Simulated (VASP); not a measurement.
Set up this calculation in VASP 6.6.1, as the native input.

| Property | Result |
| --- | --- |
| Task | single point |
| Functional | PBE |
| Potentials or basis | VASP PAW PBE potentials, release 64 (Mg, O) |
| Cutoff | 600 eV |
| k mesh | 1 × 1 × 1 |
| Occupations | gaussian, width 0.01 eV |
| Spin | no spin polarisation |
| Dipole correction | no |
| Further INCAR settings | ALGO = Normal; EDIFF = 1e-06; NBANDS = 46 |

The structure of MgO lies in POSCAR:

```
MgO
1.0
    0.0000000000      4.2110000000      4.2110000000
    4.2110000000      0.0000000000      4.2110000000
    4.2110000000      4.2110000000      0.0000000000
Mg O
8 8
Direct
    0.0027472400      0.0111286500      0.0090798609
   -0.0163437496     -0.0003259437      0.4955764780
    0.0260289345      0.4915720266     -0.0022816061
   -0.0127118052      0.5107561429      0.5092661144
    0.4708978818      0.0077760860      0.0062860575
    0.5064723111     -0.0104767625      0.4939933228
    0.4823524755      0.4957627316      0.0132705659
    0.5013503383      0.5039578881      0.4816074613
    0.2556341701      0.2539578881      0.2360775467
    0.2409201391      0.2371950680      0.7774258362
    0.2534922542      0.7451108441      0.2583348466
    0.2549822826      0.7669025102      0.7346806450
    0.7371950680      0.2602905090      0.2547029023
    0.7531197471      0.2574035789      0.7406407588
    0.7444589567      0.7493015492      0.2377538287
    0.7377538287      0.7580554663      0.7437139425
```

One way to write it, as run:

INCAR

```
  ALGO = Normal
  EDIFF = 1E-6
  ENCUT = 600
  GGA = PE
  GGA_COMPAT = False
  ISIF = 2
  ISMEAR = 0
  LASPH = True
  LCHARG = False
  LREAL = False
  LWAVE = False
  NBANDS = 46
  NELM = 120
  PREC = Accurate
  SIGMA = 0.01
```

KPOINTS

```
k-points
0
Gamma
  1 1 1
```

Potentials or basis: VASP PAW PBE potentials, release 64 (Mg, O).

Run with:

```sh
$ cat potpaw_PBE.64/Mg/POTCAR potpaw_PBE.64/O/POTCAR > POTCAR
$ mpirun -np 1 vasp_gam > vasp.out
```

Results of the run:

* Pressure: 11.1 GPa
* Largest force: 2.367 eV/Å
* Band gap on the k mesh: 4.15 eV

Caveat: the k points lie up to 1.29 Å⁻¹ apart; forces of over 1 eV/Å act on the atoms, so gaps and moduli don't describe the material at rest.

It took 53 s on 1 thread of Intel Xeon 8259CL (shared host), peak memory 0.29 GiB.
